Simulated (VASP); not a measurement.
Input of a VASP 6.6.1 run:

Contents of INCAR:

```
ALGO = Normal
EDIFF = 1E-7
ENCUT = 520
GGA = PE
ISIF = 2
ISMEAR = 0
LASPH = T
LCHARG = F
LREAL = F
LWAVE = F
NBANDS = 41
NELM = 80
PREC = Accurate
SIGMA = 0.1
```

KPOINTS

```
k-points
0
Gamma
  12 12 8
```

The input POSCAR:

```
Ti5C
1.0
    4.5169317695      0.0000000000      0.0000000000
   -2.2584658848      3.9117776596      0.0000000000
    0.0000000000      0.0000000000      4.9235053707
Ti C
5 1
Direct
    0.3333333333      0.6666666667      0.7504027416
    0.6666666667      0.3333333333      0.7504027416
    0.6666666667      0.3333333333      0.2495972584
    0.3333333333      0.6666666667      0.2495972584
    0.0000000000      0.0000000000      0.0000000000
    0.0000000000      0.0000000000      0.5000000000
```

Potentials or basis: VASP PAW PBE potentials, release 64 (Ti_sv, C).

Launch:

```sh
$ cat potpaw_PBE.64/Ti_sv/POTCAR potpaw_PBE.64/C/POTCAR > POTCAR
$ mpirun -np 1 vasp_std > vasp.out
```

Question: Estimate the band gap on the k mesh.

Answer: Zero (bands 32 and 33 overlap by 0.66 eV).

Question: What does it give for the largest force?

Answer: 0.011 eV/Å.

Question: Estimate the pressure.

Answer: -0.1 GPa.

Stress tensor (GPa, compression positive):
```
-0.17  0.00  0.00
 0.00 -0.17  0.00
 0.00  0.00 -0.06
```
